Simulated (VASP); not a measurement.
AlNi3: single point with PBEsol

Crystal: AlNi3.

```xyz
4
Lattice="0.0000 2.4446 3.6670 2.4446 0.0000 3.6670 2.4446 2.4446 0.0000" Properties=species:S:1:pos:R:3 pbc="T T T"
Al    2.4446    2.4446    3.6670
Ni    1.2223    1.2223    1.8335
Ni    0.0000    0.0000    0.0000
Ni    3.6670    3.6670    5.5004
```

This cell differs from its parent crystal: ratio of the length along z to the lengths across it x 1.5, volume and fractional coordinates fixed.

```yaml
Program: VASP 6.6.1
Task: single point
Functional: PBEsol
Potentials_or_basis: VASP PAW PBE potentials, release 64 (Al, Ni)
Cutoff: 520 eV
k_mesh: 16 × 16 × 16
Occupations: gaussian, width 0.15 eV
Spin: no spin polarisation
Dipole_correction: no
Further_INCAR_settings: ALGO = Fast; EDIFF = 1e-07; NBANDS = 24
```

| Item | Value |
| --- | --- |
| Pressure | 0.3 GPa |
| Band gap on the k mesh | zero (an odd number of electrons rules out a gap without spin polarisation) |

Stress tensor (GPa, compression positive):
```
 3.59  0.00  0.00
 0.00  3.59  0.00
 0.00  0.00 -6.18
```

Levels at points of the mesh, in eV from the Fermi level:
```
           k point  band 12  band 13  band 14  band 15  band 16  band 17  band 18  band 19  band 20  band 21
(0.00, 0.00, 0.00)    -0.95    -0.71    -0.71    -0.29     0.04     0.28     5.50     5.50     6.01     6.01
(0.50, 0.00, 0.00)    -1.17    -1.16    -1.12    -1.02    -0.31    -0.06     1.40     2.78     6.66     7.15
(0.50, 0.50, 0.00)    -0.87    -0.32    -0.32    -0.30    -0.19     0.28     1.24     1.24     7.08     7.59
(0.50, 0.00, 0.50)    -1.17    -1.15    -0.99    -0.78    -0.58    -0.43    -0.13     1.13     3.77     4.29
```

Wall time 4.6 min on 1 thread of Intel(R) Xeon(R) 6975P-C (Granite Rapids), with other jobs on the host, peak memory 0.42 GiB.

Caveat: the PAW data sets were made with another functional, which shifts forces and pressure a little. Spin polarisation is off, so any magnetic state and its effect on volume and gap are missing.
